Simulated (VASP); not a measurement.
# Sb2Pt (Pnnm) in VASP: notebook

Runs on Sb2Pt. Level: PBE. Tasks: single point, relaxation of cell and atoms.

Program: VASP 6.6.1. These are calculated values, not measurements. Logs are shortened: lines on timing, memory, paths and dates and some standing lists are left out, and cuts for length are marked.

## Step 1: The cell of the first run

It takes space group Pnnm (No. 58, orthorhombic). Conventional cell: a = 5.407 Å, b = 6.575 Å, c = 4.118 Å, α = 90.00°, β = 90.00°, γ = 90.00°. Within 3.9 Å of Sb (site symmetry m) lie 3 Pt at 2.68 to 2.72 Å and 10 Sb at 2.88 to 3.90 Å. Pt (site symmetry 2/m) has 6 Sb at 2.68 to 2.72 Å within 3.5 Å.

The cell was generated, and may not be a known phase.

## Step 2: Single point, PBE

The input, INCAR:

```
ALGO = Normal
EDIFF = 1E-6
ENCUT = 520
GGA = PE
ISIF = 2
ISMEAR = 0
LASPH = True
LCHARG = False
LREAL = False
LWAVE = False
NBANDS = 29
NELM = 80
PREC = Accurate
SIGMA = 0.2
```

The input, KPOINTS:

```
k-points
0
Gamma
  3 3 5
```

The input, POSCAR:

```
Sb2Pt
1.0
    5.4067567763      0.0000000000      0.0000000000
    0.0000000000      6.5745557881      0.0000000000
    0.0000000000      0.0000000000      4.1181455710
Sb Pt
4 2
Direct
    0.2130702579      0.3685915216      0.0000000000
    0.7869297421      0.6314084784      0.0000000000
    0.7130702579      0.1314084784      0.5000000000
    0.2869297421      0.8685915216      0.5000000000
    0.0000000000      0.0000000000      0.0000000000
    0.5000000000      0.5000000000      0.5000000000
```

Potentials or basis: VASP PAW PBE potentials, release 64 (Sb, Pt).

Launch:

```
> cat potpaw_PBE.64/Sb/POTCAR potpaw_PBE.64/Pt/POTCAR > POTCAR
> mpirun -np 1 vasp_std > vasp.out
```

OUTCAR:

```text
EDIFF = 1E-6
   ENCUT = 520
   GGA = PE
   ISIF = 2
   ISMEAR = 0
   LASPH = True
   LREAL = False
   NELM = 80
   PREC = Accurate

 ion  position               nearest neighbor table
   1  0.213  0.369  0.000-   5 2.68   6 2.72   6 2.72   2 2.88   2 3.55   3 3.74   3 3.74   3 3.74
                             3 3.74
   2  0.787  0.631  0.000-   5 2.68   6 2.72   6 2.72   1 2.88   1 3.55   4 3.74   4 3.74   4 3.74
                             4 3.74
   3  0.713  0.131  0.500-   6 2.68   5 2.72   5 2.72   4 2.88   4 3.55   1 3.74   1 3.74   1 3.74
                             1 3.74
   4  0.287  0.869  0.500-   6 2.68   5 2.72   5 2.72   3 2.88   3 3.55   2 3.74   2 3.74   2 3.74
                             2 3.74
   5  0.000  0.000  0.000-   1 2.68   2 2.68   3 2.72   4 2.72   3 2.72   4 2.72
   6  0.500  0.500  0.500-   3 2.68   4 2.68   1 2.72   2 2.72   1 2.72   2 2.72

  LATTYP: Found a simple orthorhombic cell.
 ALAT       =     4.1181455710
 B/A-ratio  =     1.3129105524
 C/A-ratio  =     1.5964845523

  Lattice vectors:

 A1 = (   0.0000000000,   0.0000000000,   4.1181455710)
 A2 = (   5.4067567763,   0.0000000000,   0.0000000000)
 A3 = (   0.0000000000,   6.5745557881,   0.0000000000)

Analysis of symmetry for initial positions (statically):
=====================================================================
 Subroutine PRICEL returns:
 Original cell was already a primitive cell.

 Routine SETGRP: Setting up the symmetry group for a
 simple orthorhombic supercell.

 Subroutine GETGRP returns: Found  8 space group operations
 (whereof  4 operations were pure point group operations)
 out of a pool of  8 trial point group operations.

The static configuration has the point symmetry C_2h.
 The point group associated with its full space group is D_2h.

Analysis of symmetry for dynamics (positions and initial velocities):
=====================================================================
 Subroutine PRICEL returns:
 Original cell was already a primitive cell.

 Routine SETGRP: Setting up the symmetry group for a
 simple orthorhombic supercell.

 Subroutine GETGRP returns: Found  8 space group operations
 (whereof  4 operations were pure point group operations)
 out of a pool of  8 trial point group operations.

The dynamic configuration has the point symmetry C_2h.
 The point group associated with its full space group is D_2h.

 Subroutine INISYM returns: Found  8 space group operations
 (whereof  4 operations are pure point group operations),
 and found     1 'primitive' translations

----------------------------------------------------------------------------------------

                                     Primitive cell

  volume of cell :     146.3878

  direct lattice vectors                    reciprocal lattice vectors
     5.406756776  0.000000000  0.000000000     0.184953761  0.000000000  0.000000000
     0.000000000  6.574555788  0.000000000     0.000000000  0.152101531  0.000000000
     0.000000000  0.000000000  4.118145571     0.000000000  0.000000000  0.242827744

  length of vectors
     5.406756776  6.574555788  4.118145571     0.184953761  0.152101531  0.242827744

  position of ions in fractional coordinates (direct lattice)
     0.213070258  0.368591522  0.000000000
     0.786929742  0.631408478  0.000000000
     0.713070258  0.131408478  0.500000000
     0.286929742  0.868591522  0.500000000
     0.000000000  0.000000000  0.000000000
     0.500000000  0.500000000  0.500000000

  ion indices of the primitive-cell ions
   primitive index   ion index
                 1           1
                 2           2
                 3           3
                 4           4
                 5           5
                 6           6

----------------------------------------------------------------------------------------

 KPOINTS: k-points

Automatic generation of k-mesh.
 Grid dimensions read from file:
 generate k-points for:    3    3    5

 Generating k-lattice:

  Cartesian coordinates                     Fractional coordinates (reciprocal lattice)
     0.061651254  0.000000000  0.000000000     0.333333333  0.000000000  0.000000000
     0.000000000  0.050700510  0.000000000     0.000000000  0.333333333  0.000000000
     0.000000000  0.000000000  0.048565549     0.000000000  0.000000000  0.200000000

  Length of vectors
     0.061651254  0.050700510  0.048565549

  Shift w.r.t. Gamma in fractional coordinates (k-lattice)
     0.000000000  0.000000000  0.000000000

 Subroutine IBZKPT returns following result:
 ===========================================

 Found     12 irreducible k-points:

 Following reciprocal coordinates:
            Coordinates               Weight
  0.000000  0.000000  0.000000      1.000000
  0.333333  0.000000  0.000000      2.000000
  0.000000  0.333333  0.000000      2.000000
  0.333333  0.333333  0.000000      4.000000
  0.000000  0.000000  0.200000      2.000000
  0.333333  0.000000  0.200000      4.000000
  0.000000  0.333333  0.200000      4.000000
  0.333333  0.333333  0.200000      8.000000
  0.000000  0.000000  0.400000      2.000000
  0.333333  0.000000  0.400000      4.000000
  0.000000  0.333333  0.400000      4.000000
  0.333333  0.333333  0.400000      8.000000
   k-points           NKPTS =     12   k-points in BZ     NKDIM =     12   number of bands    NBANDS=     29
   number of dos      NEDOS =    301   number of ions     NIONS =      6
   total plane-waves  NPLWV =  64000
   dimension x,y,z NGX =    40 NGY =   50 NGZ =   32
   dimension x,y,z NGXF=    80 NGYF=  100 NGZF=   64
   ions per type =               4   2
   NGX,Y,Z   is equivalent  to a cutoff of  12.30, 12.64, 12.92 a.u.
   NGXF,Y,Z  is equivalent  to a cutoff of  24.60, 25.29, 25.84 a.u.
 SYSTEM =  unknown system
   PREC   = accura    normal or accurate (medium, high low for compatibility)
   ISTART =      0    job   : 0-new  1-cont  2-samecut
   ICHARG =      2    charge: 1-file 2-atom 10-const
   ISPIN  =      1    spin polarized calculation?
   LNONCOLLINEAR =      F non collinear calculations
   LSORBIT =      F    spin-orbit coupling
   LASPH  =      T    aspherical Exc in radial PAW
   ENCUT  =  520.0 eV  38.22 Ry    6.18 a.u.  10.05 12.22  7.66*2*pi/ulx,y,z
   NELM   =     80;   NELMIN=  2; NELMDL= -5     # of ELM steps
   EDIFF  = 0.1E-05   stopping-criterion for ELM
   LREAL  =      F    real-space projection
   EDIFFG = 0.1E-04   stopping-criterion for IOM
   NSW    =      0    number of steps for IOM
   IBRION =     -1    ionic relax: 0-MD 1-quasi-New 2-CG
   NFREE  =      0    steps in history (QN), initial steepest desc. (CG)
   ISIF   =      2    stress and relaxation
   ISYM   =      2    0-nonsym 1-usesym 2-fastsym
   POTIM  = 0.5000    time-step for ionic-motion
   TEBEG  =    0.0;   TEEND  =   0.0 temperature during run
   PSTRESS=    0.0 pullay stress
   NELECT =      40.0000    total number of electrons
   NUPDOWN=      -1.0000    fix difference up-down
   EMIN   =  10.00;   EMAX   =-10.00  energy-range for DOS
   EFERMI =   0.00;   METHOD = LEGACY
   ISMEAR =     0;   SIGMA  =   0.20  broadening in eV -4-tet -1-fermi 0-gaus
   EFERMI_NEDOS =   21; number of points for ismear=-14 and -15
   IALGO  =     38    algorithm
   IMIX   =      4    mixing-type and parameters
     AMIX     =   0.40;   BMIX     =  1.00
     AMIX_MAG =   1.60;   BMIX_MAG =  1.00
  volume/ion in A,a.u.               =      24.40       164.65
  Fermi-wavevector in a.u.,A,eV,Ry     =   1.062331  2.007514 15.354816  1.128547
  Thomas-Fermi vector in A             =   2.197778
   LORBIT       =      0    0 simple, 1 ext, 2 COOP (PROOUT), +10 PAW based schemes
   GGA     = PE    functional components
   LHFCALC =     F    Hartree Fock is set to
   AEXX    =    0.0000 exact exchange contribution
   IVDW    =     0    specifies the selected vdW correction
   LEPSILON=     F    determine dielectric tensor
   LRPA    =     F    only Hartree local field effects (RPA)
 non-spin polarized calculation
 Gauss-broadening in eV      SIGMA  =   0.20
  energy-cutoff  :      520.00
  volume of cell :      146.39
 maximum number of plane-waves:      3955
   NGX = 21   NGY = 25   NGZ = 15

 number of electron      39.9999995 magnetization

 Free energy of the ion-electron system (eV)
  ---------------------------------------------------
  ext. energy  EPLUGINS =         0.00000000
  ---------------------------------------------------
  free energy    TOTEN  =       -31.53444691 eV

  energy without entropy =      -31.48863000  energy(sigma->0) =      -31.51153845

 E-fermi :   8.3077     XC(G=0): -10.4756

 val. band max:        8.2399632486   @ k =   0.0000   0.3333   0.4000
 cond. band min:       8.3402570139   @ k =   0.3333   0.0000   0.0000
 fundamental gap:      0.1002937653
 Fermi energy:         8.3077272389

 k-point     1 :       0.0000    0.0000    0.0000
  band No.  band energies     occupation
      1      -4.0676      2.00000
      2      -1.9090      2.00000
      3      -0.5921      2.00000
      4       0.1508      2.00000
      5       1.8867      2.00000
      6       2.7992      2.00000
[... 21 lines left out ...]
     28      13.0262      0.00000
     29      13.3575      0.00000

 k-point     2 :       0.3333    0.0000    0.0000
  band No.  band energies     occupation
      1      -3.4947      2.00000
      2      -1.9276      2.00000
      3      -1.3695      2.00000
      4      -0.7853      2.00000
      5       2.5390      2.00000
      6       2.6581      2.00000
[... 21 lines left out ...]
     28      12.7674      0.00000
     29      13.3310      0.00000

 k-point     3 :       0.0000    0.3333    0.0000
  band No.  band energies     occupation
      1      -3.6917      2.00000
      2      -2.6942      2.00000
      3      -0.3843      2.00000
      4      -0.0191      2.00000
      5       2.3908      2.00000
      6       3.1123      2.00000
[... 21 lines left out ...]
     28      13.6468      0.00000
     29      14.0047      0.00000

 k-point     4 :       0.3333    0.3333    0.0000
  band No.  band energies     occupation
      1      -3.1361      2.00000
      2      -2.2073      2.00000
      3      -1.5814      2.00000
      4      -1.0016      2.00000
      5       2.4804      2.00000
      6       2.5683      2.00000
[... 21 lines left out ...]
     28      12.9712      0.00000
     29      13.3379      0.00000

 k-point     5 :       0.0000    0.0000    0.2000
  band No.  band energies     occupation
      1      -3.7460      2.00000
      2      -1.8049      2.00000
      3      -0.5345      2.00000
      4       0.0145      2.00000
      5       2.1821      2.00000
      6       2.9436      2.00000
[... 21 lines left out ...]
     28      13.4979      0.00000
     29      13.7308      0.00000

 k-point     6 :       0.3333    0.0000    0.2000
  band No.  band energies     occupation
      1      -3.2124      2.00000
      2      -1.8944      2.00000
      3      -1.1006      2.00000
      4      -0.7262      2.00000
      5       2.7637      2.00000
      6       2.8618      2.00000
[... 21 lines left out ...]
     28      13.8358      0.00000
     29      14.4294      0.00000

 k-point     7 :       0.0000    0.3333    0.2000
  band No.  band energies     occupation
      1      -3.3795      2.00000
      2      -2.4386      2.00000
      3      -0.4953      2.00000
      4      -0.1612      2.00000
      5       2.6573      2.00000
      6       3.3018      2.00000
[... 21 lines left out ...]
     28      13.5390      0.00000
     29      14.5570      0.00000

 k-point     8 :       0.3333    0.3333    0.2000
  band No.  band energies     occupation
      1      -2.8654      2.00000
      2      -2.0366      2.00000
      3      -1.4015      2.00000
      4      -0.9252      2.00000
      5       2.5781      2.00000
      6       2.7214      2.00000
[... 21 lines left out ...]
     28      13.6294      0.00000
     29      14.2963      0.00000

 k-point     9 :       0.0000    0.0000    0.4000
  band No.  band energies     occupation
      1      -2.8895      2.00000
      2      -1.9871      2.00000
      3      -0.4099      2.00000
      4      -0.2304      2.00000
      5       2.5222      2.00000
      6       3.2683      2.00000
[... 21 lines left out ...]
     28      12.1668      0.00000
     29      15.2054      0.00000

 k-point    10 :       0.3333    0.0000    0.4000
  band No.  band energies     occupation
      1      -2.5365      2.00000
      2      -2.0038      2.00000
      3      -0.5820      2.00000
      4      -0.5764      2.00000
      5       2.7957      2.00000
      6       3.0801      2.00000
[... 21 lines left out ...]
     28      14.6715      0.00000
     29      14.8856      0.00000

 k-point    11 :       0.0000    0.3333    0.4000
  band No.  band energies     occupation
      1      -2.5779      2.00000
      2      -2.0233      2.00000
      3      -0.7689      2.00000
      4      -0.5173      2.00000
      5       2.3403      2.00000
      6       2.6709      2.00000
[... 21 lines left out ...]
     28      13.0374      0.00000
     29      14.0086      0.00000

 k-point    12 :       0.3333    0.3333    0.4000
  band No.  band energies     occupation
      1      -2.2585      2.00000
      2      -1.9076      2.00000
      3      -0.9035      2.00000
      4      -0.7670      2.00000
      5       2.3733      2.00000
      6       2.5758      2.00000
[... 21 lines left out ...]
     28      13.0945      0.00000
     29      13.8678      0.00000

------------------------ aborting loop because EDIFF is reached ----------------------------------------

  FORCE on cell =-STRESS in cart. coord.  units (eV):
  Direction    XX          YY          ZZ          XY          YZ          ZX
  --------------------------------------------------------------------------------------
  -------------------------------------------------------------------------------------
  Total       -0.2920939     -0.3808301     -0.1229484      0.0000000      0.0000000      0.0000000
  in kB       -3.1968930     -4.1680884     -1.3456388      0.0000000      0.0000000      0.0000000
  external PRESSURE =      -2.9035401 kB  Pullay stress =       0.0000000 kB

 VOLUME and BASIS-vectors are now :
 -----------------------------------------------------------------------------
  energy-cutoff  :      520.00
  volume of cell :      146.39
      direct lattice vectors                 reciprocal lattice vectors
     5.406756776  0.000000000  0.000000000     0.184953761  0.000000000  0.000000000
     0.000000000  6.574555788  0.000000000     0.000000000  0.152101531  0.000000000
     0.000000000  0.000000000  4.118145571     0.000000000  0.000000000  0.242827744

 POSITION                                       TOTAL-FORCE (eV/Angst)
 -----------------------------------------------------------------------------------
      1.15202      2.42333      0.00000         0.067174     -0.023191      0.000000
      4.25474      4.15123      0.00000        -0.067174      0.023191      0.000000
      3.85540      0.86395      2.05907         0.067174      0.023191      0.000000
      1.55136      5.71060      2.05907        -0.067174     -0.023191      0.000000
      0.00000      0.00000      0.00000         0.000000      0.000000      0.000000
      2.70338      3.28728      2.05907         0.000000      0.000000      0.000000
 -----------------------------------------------------------------------------------
    total drift:                                0.000000      0.000000     -0.000000

  FREE ENERGIE OF THE ION-ELECTRON SYSTEM (eV)
  ---------------------------------------------------
  free  energy   TOTEN  =       -31.5344469053 eV

  energy  without entropy=      -31.4886299997  energy(sigma->0) =      -31.51153845
```

It took 25 s on 1 thread of Intel Xeon 6975P-C (Granite Rapids), shared host; peak memory 0.25 GiB.

What came out:

```yaml
Free_energy: -31.5344 eV
Pressure: -0.3 GPa
Largest_force: 0.071 eV/Å
Band_gap_on_the_k_mesh: zero (bands 20 and 21 overlap by 0.84 eV)
```

Forces on the atoms (eV/Å):
```
Sb   0.067 -0.023  0.000
Sb  -0.067  0.023  0.000
Sb   0.067  0.023  0.000
Sb  -0.067 -0.023  0.000
Pt   0.000  0.000  0.000
Pt   0.000  0.000  0.000
```

Stress tensor (GPa, compression positive):
```
-0.32  0.00  0.00
 0.00 -0.42  0.00
 0.00  0.00 -0.13
```

Caveat: the k points lie up to 0.39 Å⁻¹ apart, too coarse for converged energies and pressures of a metal; spin-orbit coupling is left out, which moves the levels of the heavy elements.

(Continued in part 2 of 2.)

The gap in the log of VASP goes by the Fermi energy; the results here count the filled bands.